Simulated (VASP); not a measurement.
# MgH2 (P1) in VASP: relaxation of cell and atoms with PBE

Aim: the relaxation of cell and atoms of MgH2 with PBE.

Program: VASP 6.6.1. These are calculated values, not measurements. Logs are shortened: lines on timing, memory, paths and dates and some standing lists are left out, and cuts for length are marked.

## Step 1: The cell of the first run

The typed cell holds 12 atoms: a = 4.520 Å, b = 4.517 Å, c = 6.265 Å, α = 88.82°, β = 90.39°, γ = 93.32°.

## Step 2: Relaxation of cell and atoms, PBE

Input file INCAR:

```
SYSTEM = MgH2
PREC = Accurate
ENCUT = 600
EDIFF = 1E-7
ISMEAR = 0
SIGMA = 0.1
LREAL = .FALSE.
LASPH = .TRUE.
NELM = 80
ALGO = Normal
ISIF = 3
LWAVE = .FALSE.
LCHARG = .FALSE.
GGA = PE
IBRION = 2
NSW = 80
EDIFFG = -0.025
```

Input file KPOINTS:

```
Automatic mesh
0
G
  4 4 2
  0 0 0
```

Input file POSCAR:

```
MgH2
1.0
    4.5181504513     -0.1307627247     -0.0149566825
   -0.1307627247      4.5151302019      0.0472001331
   -0.0199523480      0.0629653991      6.2642023503
Mg H
4 8
Direct
    0.5037420714      0.4519029716      0.2488356183
    0.4960129235      0.4875168079      0.7466448391
   -0.0064233665      1.0046959336      0.5096711418
    0.0075385831      0.0272102505      0.0253167761
    0.6981771806      0.7001609731      0.0084871640
    0.6888981476      0.7045039731      0.4921419185
    0.8035308374      0.1718163476      0.2369543252
    0.8177853737      0.2123861717      0.7288902227
    0.2970963194      0.3125996191      0.5020170526
    0.3219567315      0.3062669979      0.0144811523
    0.1991267052      0.8067404577      0.2550557382
    0.1725584931      0.8141994961      0.7315040511
```

Potentials or basis: VASP PAW PBE potentials, release 64 (Mg, H).

Run with:

```bash
cat potpaw_PBE.64/Mg/POTCAR potpaw_PBE.64/H/POTCAR > POTCAR
mpirun -np 1 vasp_std > vasp.out
```

OUTCAR:

```text
SYSTEM = MgH2
   PREC = Accurate
   ENCUT = 600
   EDIFF = 1E-7
   ISMEAR = 0
   LREAL = .FALSE.
   LASPH = .TRUE.
   NELM = 80
   ISIF = 3
   GGA = PE
   IBRION = 2
   NSW = 80
   EDIFFG = -0.025

 ion  position               nearest neighbor table
   1  0.504  0.452  0.249-  10 1.80   7 1.91   9 1.92   5 2.03   6 2.07  11 2.17   2 3.13   2 3.15
                             4 3.20   3 3.38   4 3.39   3 3.46   4 3.62   3 3.65
   2  0.496  0.488  0.747-   9 1.93   8 1.97  10 2.00   6 2.03   5 2.10  12 2.14   1 3.13   1 3.15
                             4 3.41   3 3.41   3 3.47   3 3.57   4 3.62   3 3.64
   3  0.994  0.005  0.510-  12 1.83   6 1.88   8 1.88   9 1.90   7 2.06  11 2.09   4 3.03   4 3.23
                             1 3.38   2 3.41   1 3.46   2 3.47   2 3.57   2 3.64   1 3.65
   4  0.008  0.027  0.025-   7 1.78  10 1.84  11 1.96   5 1.98   8 2.21  12 2.25   3 3.03   1 3.20
                             3 3.23   1 3.39   2 3.41   2 3.62   1 3.62
   5  0.698  0.700  0.008-   4 1.98   1 2.03   2 2.10
   6  0.689  0.705  0.492-   3 1.88   2 2.03   1 2.07
   7  0.804  0.172  0.237-   4 1.78   1 1.91   3 2.06
   8  0.818  0.212  0.729-   3 1.88   2 1.97   4 2.21
   9  0.297  0.313  0.502-   3 1.90   1 1.92   2 1.93
  10  0.322  0.306  0.014-   1 1.80   4 1.84   2 2.00
  11  0.199  0.807  0.255-   4 1.96   3 2.09   1 2.17
  12  0.173  0.814  0.732-   3 1.83   2 2.14   4 2.25

  LATTYP: Found a triclinic cell.
 ALAT       =     4.5172699148
 B/A-ratio  =     1.3730974413
 C/A-ratio  =     3.2470583993
 COS(alpha) =     0.0037365236
 COS(beta)  =     0.6604106370
 COS(gamma) =     0.6860976239

  Lattice vectors:

 A1 = (   0.1307627247,  -4.5151302019,  -0.0472001331)
 A2 = (  -4.3873877266,  -4.3843674772,  -0.0322434506)
 A3 = (   9.3177787000,  -9.3547512523,  -6.3885159815)

Analysis of symmetry for initial positions (statically):
=====================================================================
 Subroutine PRICEL returns:
 Original cell was already a primitive cell.

 Routine SETGRP: Setting up the symmetry group for a
 triclinic supercell.

 Subroutine GETGRP returns: Found  1 space group operations
 (whereof  1 operations were pure point group operations)
 out of a pool of  2 trial point group operations.

The static configuration has the point symmetry C_1 .

Analysis of symmetry for dynamics (positions and initial velocities):
=====================================================================
 Subroutine PRICEL returns:
 Original cell was already a primitive cell.

 Routine SETGRP: Setting up the symmetry group for a
 triclinic supercell.

 Subroutine GETGRP returns: Found  1 space group operations
 (whereof  1 operations were pure point group operations)
 out of a pool of  2 trial point group operations.

The dynamic configuration has the point symmetry C_1 .

 Subroutine INISYM returns: Found  1 space group operations
 (whereof  1 operations are pure point group operations),
 and found     1 'primitive' translations

----------------------------------------------------------------------------------------

                                     Primitive cell

  volume of cell :     127.6683

  direct lattice vectors                    reciprocal lattice vectors
     4.518150451 -0.130762725 -0.014956683     0.221517104  0.006408656  0.000641145
    -0.130762725  4.515130202  0.047200133     0.006408656  0.221686237 -0.002207894
    -0.019952348  0.062965399  6.264202350     0.000480615 -0.001655082  0.159655411

  length of vectors
     4.520067045  4.517269915  6.264550568     0.221610716  0.221789841  0.159664713

  position of ions in fractional coordinates (direct lattice)
     0.503742071  0.451902972  0.248835618
     0.496012923  0.487516808  0.746644839
     0.993576633  0.004695934  0.509671142
     0.007538583  0.027210250  0.025316776
     0.698177181  0.700160973  0.008487164
     0.688898148  0.704503973  0.492141919
     0.803530837  0.171816348  0.236954325
     0.817785374  0.212386172  0.728890223
     0.297096319  0.312599619  0.502017053
     0.321956732  0.306266998  0.014481152
     0.199126705  0.806740458  0.255055738
     0.172558493  0.814199496  0.731504051

  ion indices of the primitive-cell ions
   primitive index   ion index
                 1           1
                 2           2
                 3           3
                 4           4
                 5           5
                 6           6
                 7           7
                 8           8
                 9           9
                10          10
                11          11
                12          12

----------------------------------------------------------------------------------------

 KPOINTS: Automatic mesh

Automatic generation of k-mesh.
 Grid dimensions read from file:
 generate k-points for:    4    4    2

 Generating k-lattice:

  Cartesian coordinates                     Fractional coordinates (reciprocal lattice)
     0.055379276  0.001602164  0.000160286     0.250000000  0.000000000  0.000000000
     0.001602164  0.055421559 -0.000551973    -0.000000000  0.250000000 -0.000000000
     0.000240308 -0.000827541  0.079827706     0.000000000 -0.000000000  0.500000000

  Length of vectors
     0.055402679  0.055447460  0.079832357

  Shift w.r.t. Gamma in fractional coordinates (k-lattice)
     0.000000000  0.000000000  0.000000000

 Subroutine IBZKPT returns following result:
 ===========================================

 Found     20 irreducible k-points:

 Following reciprocal coordinates:
            Coordinates               Weight
  0.000000  0.000000  0.000000      1.000000
  0.250000 -0.000000  0.000000      2.000000
  0.500000 -0.000000  0.000000      1.000000
 -0.000000  0.250000  0.000000      2.000000
  0.250000  0.250000  0.000000      2.000000
  0.500000  0.250000  0.000000      2.000000
[... 12 lines left out ...]
  0.250000  0.500000  0.500000      2.000000
  0.500000  0.500000  0.500000      1.000000
   k-points           NKPTS =     20   k-points in BZ     NKDIM =     20   number of bands    NBANDS=     15
   number of dos      NEDOS =    301   number of ions     NIONS =     12
   total plane-waves  NPLWV =  64800
   dimension x,y,z NGX =    36 NGY =   36 NGZ =   50
   dimension x,y,z NGXF=    72 NGYF=   72 NGZF=  100
   ions per type =               4   8
   NGX,Y,Z   is equivalent  to a cutoff of  13.24, 13.25, 13.27 a.u.
   NGXF,Y,Z  is equivalent  to a cutoff of  26.48, 26.50, 26.54 a.u.
 SYSTEM =  MgH2
   PREC   = accura    normal or accurate (medium, high low for compatibility)
   ISTART =      0    job   : 0-new  1-cont  2-samecut
   ICHARG =      2    charge: 1-file 2-atom 10-const
   ISPIN  =      1    spin polarized calculation?
   LNONCOLLINEAR =      F non collinear calculations
   LSORBIT =      F    spin-orbit coupling
   LASPH  =      T    aspherical Exc in radial PAW
   ENCUT  =  600.0 eV  44.10 Ry    6.64 a.u.   9.03  9.02 12.51*2*pi/ulx,y,z
   NELM   =     80;   NELMIN=  2; NELMDL= -5     # of ELM steps
   EDIFF  = 0.1E-06   stopping-criterion for ELM
   LREAL  =      F    real-space projection
   EDIFFG = -.3E-01   stopping-criterion for IOM
   NSW    =     80    number of steps for IOM
   IBRION =      2    ionic relax: 0-MD 1-quasi-New 2-CG
   NFREE  =      1    steps in history (QN), initial steepest desc. (CG)
   ISIF   =      3    stress and relaxation
   ISYM   =      2    0-nonsym 1-usesym 2-fastsym
   POTIM  = 0.5000    time-step for ionic-motion
   TEBEG  =    0.0;   TEEND  =   0.0 temperature during run
   PSTRESS=    0.0 pullay stress
   NELECT =      16.0000    total number of electrons
   NUPDOWN=      -1.0000    fix difference up-down
   EMIN   =  10.00;   EMAX   =-10.00  energy-range for DOS
   EFERMI =   0.00;   METHOD = LEGACY
   ISMEAR =     0;   SIGMA  =   0.10  broadening in eV -4-tet -1-fermi 0-gaus
   EFERMI_NEDOS =   21; number of points for ismear=-14 and -15
   IALGO  =     38    algorithm
   IMIX   =      4    mixing-type and parameters
     AMIX     =   0.40;   BMIX     =  1.00
     AMIX_MAG =   1.60;   BMIX_MAG =  1.00
  volume/ion in A,a.u.               =      10.64        71.80
  Fermi-wavevector in a.u.,A,eV,Ry     =   0.819258  1.548172  9.131998  0.671183
  Thomas-Fermi vector in A             =   1.930030
   LORBIT       =      0    0 simple, 1 ext, 2 COOP (PROOUT), +10 PAW based schemes
   GGA     = PE    functional components
   LHFCALC =     F    Hartree Fock is set to
   AEXX    =    0.0000 exact exchange contribution
   IVDW    =     0    specifies the selected vdW correction
   LEPSILON=     F    determine dielectric tensor
   LRPA    =     F    only Hartree local field effects (RPA)
 conjugate gradient relaxation of ions
 non-spin polarized calculation
 Gauss-broadening in eV      SIGMA  =   0.10
  energy-cutoff  :      600.00
  volume of cell :      127.67
 maximum number of plane-waves:      4272
   NGX = 19   NGY = 19   NGZ = 25

--------------------------------------- Ionic step        1  -------------------------------------------

 number of electron      15.9999999 magnetization

 Free energy of the ion-electron system (eV)
  ---------------------------------------------------
  ext. energy  EPLUGINS =         0.00000000
  ---------------------------------------------------
  free energy    TOTEN  =       -34.67216500 eV

  energy without entropy =      -34.67216500  energy(sigma->0) =      -34.67216500

------------------------ aborting loop because EDIFF is reached ----------------------------------------

  FORCE on cell =-STRESS in cart. coord.  units (eV):
  Direction    XX          YY          ZZ          XY          YZ          ZX
  --------------------------------------------------------------------------------------
  -------------------------------------------------------------------------------------
  Total        0.2960755     -0.6474031     -2.3732311      1.7002010     -0.2325735      0.1223654
  in kB        3.7156085     -8.1246046    -29.7829326     21.3367214     -2.9186884      1.5356286
  external PRESSURE =     -11.3973096 kB  Pullay stress =       0.0000000 kB
[... 119 lines left out ...]
  FREE ENERGIE OF THE ION-ELECTRON SYSTEM (eV)
  ---------------------------------------------------
  free  energy   TOTEN  =       -35.2159985529 eV

  energy  without entropy=      -35.2159985529  energy(sigma->0) =      -35.21599855

[... ionic steps 4 to 10 ...]

--------------------------------------- Ionic step       11  -------------------------------------------

 number of electron      16.0000001 magnetization

------------------------ aborting loop because EDIFF is reached ----------------------------------------
[... 87 lines left out ...]
--------------------------------------- Ionic step       13  -------------------------------------------

 number of electron      16.0000002 magnetization

 Free energy of the ion-electron system (eV)
  ---------------------------------------------------
  ext. energy  EPLUGINS =         0.00000000
  ---------------------------------------------------
  free energy    TOTEN  =       -35.31000773 eV

  energy without entropy =      -35.31000773  energy(sigma->0) =      -35.31000773

 E-fermi :  -0.1833     XC(G=0):  -8.4063

 val. band max:       -0.6284233052   @ k =   0.2500  -0.0000   0.0000
 cond. band min:       3.2666639516   @ k =   0.5000   0.5000   0.0000
 fundamental gap:      3.8950872568
 Fermi energy:        -0.1833493383

 k-point     1 :       0.0000    0.0000    0.0000
  band No.  band energies     occupation
      1      -7.0324      2.00000
      2      -3.6026      2.00000
      3      -3.5987      2.00000
      4      -2.0620      2.00000
      5      -2.0492      2.00000
      6      -1.0429      2.00000
      7      -0.6776      2.00000
      8      -0.6740      2.00000
      9       4.1371      0.00000
     10       4.4251      0.00000
     11       5.7195      0.00000
     12       5.7227      0.00000
     13       6.2161      0.00000
     14       6.2207      0.00000
[... 380 lines left out ...]
  FREE ENERGIE OF THE ION-ELECTRON SYSTEM (eV)
  ---------------------------------------------------
  free  energy   TOTEN  =       -35.3100077267 eV

  energy  without entropy=      -35.3100077267  energy(sigma->0) =      -35.31000773

 reached required accuracy - stopping structural energy minimisation
```

It took 2.5 min on 1 thread of Intel Xeon 6975P-C (Granite Rapids), shared host; peak memory 0.27 GiB.

Results:

```yaml
Free_energy: -35.3100 eV
Relaxed_volume: 10.21 Å³/atom
Relaxed_cell: a = 4.514 Å, b = 4.512 Å, c = 6.014 Å, α = 90.02°, β = 89.99°, γ = 90.04°
Space_group_after_relaxing_to_0.05_Å: P4_2/mnm (No. 136)
Energy_gained_by_relaxing: 53.2 meV/atom
Ionic_steps: 13
Pressure_after_relaxing: 0.0 GPa
Largest_force_after_relaxing: 0.014 eV/Å
Band_gap_on_the_k_mesh: 3.90 eV, indirect (least direct gap 4.54 eV)
```

Forces in eV/Å, atoms in the order of the input:
```
Mg   0.006 -0.010  0.004
Mg   0.000  0.002 -0.004
Mg  -0.005  0.001  0.010
Mg   0.001  0.007  0.003
H    0.003  0.004 -0.003
H    0.004 -0.004  0.001
H    0.009  0.003 -0.011
H   -0.012 -0.006 -0.005
H   -0.001 -0.006  0.003
H   -0.007  0.003  0.002
H    0.004 -0.007  0.002
H   -0.002  0.012 -0.001
```

The path:
| step | energy change (eV) | largest force (eV/Å) | pressure (GPa) | volume (Å³) |
| --- | --- | --- | --- | --- |
| 1 | 0.0000 | 1.4433 | -1.14 | 127.67 |
| 2 | -0.3108 | 0.9128 | -1.20 | 126.27 |
| 3 | -0.5438 | 0.7464 | -0.18 | 123.06 |
| 4 | -0.5507 | 0.6442 | -0.44 | 123.54 |
| 5 | -0.5996 | 0.2975 | -0.08 | 122.61 |
| 6 | -0.6138 | 0.2158 | 0.33 | 121.77 |
| 7 | -0.6272 | 0.1021 | 0.16 | 122.16 |
| 8 | -0.6310 | 0.0962 | 0.03 | 122.52 |
| 9 | -0.6341 | 0.0685 | -0.04 | 122.65 |
| 10 | -0.6358 | 0.0556 | -0.12 | 122.85 |
| 11 | -0.6372 | 0.0339 | -0.01 | 122.57 |
| 12 | -0.6374 | 0.0305 | 0.06 | 122.41 |
| 13 | -0.6378 | 0.0143 | 0.02 | 122.50 |

Final structure:
```
Mg H
1.0
     4.51415   -0.00052    0.00036
    -0.00242    4.51205   -0.00109
     0.00108   -0.00079    6.01407
Mg H
4 8
Cartesian
  2.2545 2.2584 1.5028
  2.2576 2.2531 4.5105
  0.0001 4.5115 3.0049
  4.5115 4.5097 6.0129
  3.1336 3.1411 0.0001
  3.1319 3.1453 3.0069
  3.6297 0.8830 1.5064
  3.6439 0.8911 4.5116
  1.3771 1.3716 3.0056
  1.3823 1.3644 6.0137
  0.8768 3.6280 1.5009
  0.8758 3.6190 4.5096
```

Caveat: the k points lie up to 0.52 Å⁻¹ apart in the final cell. A hybrid or GW would open this gap; PBE tends to underestimate it.
